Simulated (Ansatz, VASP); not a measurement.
One calculation of ZnSe, two programs

```
Zn Se
1.0
     0.00000    2.83697    2.83697
     2.83697    0.00000    2.83697
     2.83697    2.83697    0.00000
Zn Se
1 1
Direct
  0.00000 0.00000 0.00000
  0.25000 0.25000 0.25000
```

Alike in both runs: task single point; functional PBE; k mesh 8 × 8 × 8; occupations gaussian, width 0.02 eV; no spin polarisation.

|  | VASP | Ansatz |
| --- | --- | --- |
| version | VASP 6.6.1 | Ansatz 0.2.0 |
| potentials or method | VASP PAW PBE potentials, release 64 (Zn, Se), cutoff 500 eV | scalar-relativistic, plane waves, PAW |
| valence electrons in the cell | 18 | 28 |

VASP gave:

```
gap on the k mesh at the Fermi level (eV) : 1.28
least direct gap on the mesh (eV)         : 1.28
pressure (GPa)                            : 2.1
```

Task: What did Ansatz give for the same quantities?

Result: gap on the k mesh at the Fermi level (eV): 1.27; least direct gap on the mesh (eV): 1.27; pressure (GPa): 1.9.

With one functional, cell and mesh, what is left measures potentials, basis and numerics. VASP's potentials hold 18 valence electrons a cell and Ansatz's 28, so a difference there can come from the potentials and not from the codes.
